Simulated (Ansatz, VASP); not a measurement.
**Ti in VASP and in Ansatz**

```
Ti
1.0
     2.90765    0.00000    0.00000
     0.00000    2.90765    0.00000
     0.00000    0.00000   19.11204
Ti
3
Cartesian
  1.4538 1.4538 7.5000
  0.0000 0.0000 9.5560
  1.4538 1.4538 11.6120
```

Alike in both runs: task single point; functional PBE; k mesh 12 × 12 × 1; occupations gaussian, width 0.1 eV; no spin polarisation.

|  | VASP | Ansatz |
| --- | --- | --- |
| version | VASP 6.6.1 | Ansatz 0.2.0 |
| potentials or method | VASP PAW PBE potentials, release 64 (Ti_sv), cutoff 520 eV | scalar-relativistic, plane waves, PAW |
| valence electrons in the cell | 36 | 36 |

Ansatz gave:

| Quantity | Value |
| --- | --- |
| gap on the k mesh at the Fermi level (eV) | none |
| rms of the force components (eV/Å) | 0.291 |

Question: Estimate VASP's values.

Answer: gap on the k mesh at the Fermi level (eV): none; rms of the force components (eV/Å): 0.296.

Atom by atom the forces differ by 0.005 eV/Å (rms over components). A gap of «none» marks a metal or a gap that the smearing closes. With one functional, cell and mesh, what is left measures potentials, basis and numerics. Ansatz's warnings: xc potential rough in thin density.
